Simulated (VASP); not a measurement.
A run of VASP 6.6.1:

Contents of POSCAR:

```
Al2Cu
1.0
    4.1051820000      0.0000000000      0.0000000000
    0.0000000000      4.1051820000      0.0000000000
    0.0000000000      0.0000000000      2.8913130000
Cu Al
1 2
Direct
    0.0000000000      0.0000000000      0.0000000000
    0.0000000000      0.5000000000      0.5000000000
    0.5000000000      0.0000000000      0.5000000000
```

Contents of INCAR.step1:

```
SYSTEM = Al2Cu
PREC = Accurate
ENCUT = 520
EDIFF = 1E-5
ISMEAR = 1
SIGMA = 0.05
LREAL = .False.
LASPH = .True.
NELM = 60
ALGO = Normal
ISIF = 2
LWAVE = .True.
NBANDS = 16
GGA = PE
```

Contents of INCAR.step2:

```
SYSTEM = Al2Cu
PREC = Accurate
ENCUT = 520
EDIFF = 1E-6
ISMEAR = 1
SIGMA = 0.05
LREAL = .False.
LASPH = .True.
NELM = 60
ALGO = Normal
ISIF = 2
LWAVE = .False.
LCHARG = .True.
GGA = PE
LHFCALC = .True.
HFSCREEN = 0.2079
PRECFOCK = Normal
LELF = .True.
LVHAR = .True.
NBANDS = 16
ISTART = 1
```

Contents of KPOINTS:

```
regular mesh
0
Gamma
  4 4 5
  0 0 0
```

Potentials or basis: VASP PAW PBE potentials, release 64 (Cu, Al).

The run is started by

```sh
$ cat potpaw_PBE.64/Cu/POTCAR potpaw_PBE.64/Al/POTCAR > POTCAR
$ cp INCAR.step1 INCAR
$ mpirun -np 1 vasp_std > vasp.out
$ cp INCAR.step2 INCAR
$ mpirun -np 1 vasp_std > vasp.out
```

Hardware: 1 thread of Oxide Virtual Turin-like Processor, on a shared host.

Question: Estimate the wall time of this run.

Answer: Wall time 29 min on 1 thread of Oxide Virtual Turin-like Processor (shared host), peak memory 0.24 GiB. Counts: k points 18.
